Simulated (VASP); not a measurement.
Here is a VASP 6.6.1 calculation.

The input INCAR:

```
SYSTEM = TaN
ALGO = Normal
EDIFF = 1E-7
EDIFFG = -0.005
ENCUT = 600
GGA = PE
IBRION = 2
ISIF = 3
ISMEAR = -1
LASPH = .True.
LCHARG = .False.
LREAL = .False.
LWAVE = .False.
NELM = 100
NSW = 60
PREC = Accurate
PSTRESS = -0.9099999999999999
SIGMA = 0.08
```

Contents of KPOINTS:

```
k-points
0
Gamma
  15 15 14
  0 0 0
```

File POSCAR:

```
TaN
1.0
    2.9392404654      0.0000000000      0.0000000000
   -1.4696202327      2.5454569109      0.0000000000
    0.0000000000      0.0000000000      2.8804556561
Ta N
1 1
Direct
    0.0000000000      0.0000000000      0.0000000000
    0.3333333333      0.6666666667      0.5000000000
```

Potentials or basis: VASP PAW PBE potentials, release 64 (Ta_pv, N).

Run with:

```bash
$ cat potpaw_PBE.64/Ta_pv/POTCAR potpaw_PBE.64/N/POTCAR > POTCAR
$ mpirun -np 1 vasp_std > vasp.out
```

Q: Estimate the space group after relaxing (to 0.1 Å).

A: P-6m2 (No. 187).

Q: Predict the band gap on the k mesh.

A: Zero (bands 8 and 9 overlap by 0.29 eV).

Q: What does it give for the relaxed cell?

A: a = 2.952 Å, b = 2.952 Å, c = 2.900 Å, α = 90.00°, β = 90.00°, γ = 120.00°.

Q: Estimate the relaxed volume.

A: 10.94 Å³/atom.

The path:
| step | energy change (eV) | largest force (eV/Å) | pressure (GPa) | volume (Å³) |
| --- | --- | --- | --- | --- |
| 1 | 0.0000 | 0.0000 | 5.34 | 21.55 |
| 2 | 0.0269 | 0.0000 | -11.77 | 22.71 |
| 3 | -0.0056 | 0.0000 | -0.18 | 21.89 |
| 4 | -0.0056 | 0.0000 | -0.07 | 21.88 |
| 5 | -0.0056 | 0.0000 | -0.03 | 21.88 |
| 6 | -0.0056 | 0.0000 | -0.05 | 21.88 |

Caveat: the cell is relaxed towards a set pressure, so the run minimises the enthalpy, not the energy; spin-orbit coupling is left out, which moves the levels of the heavy elements.
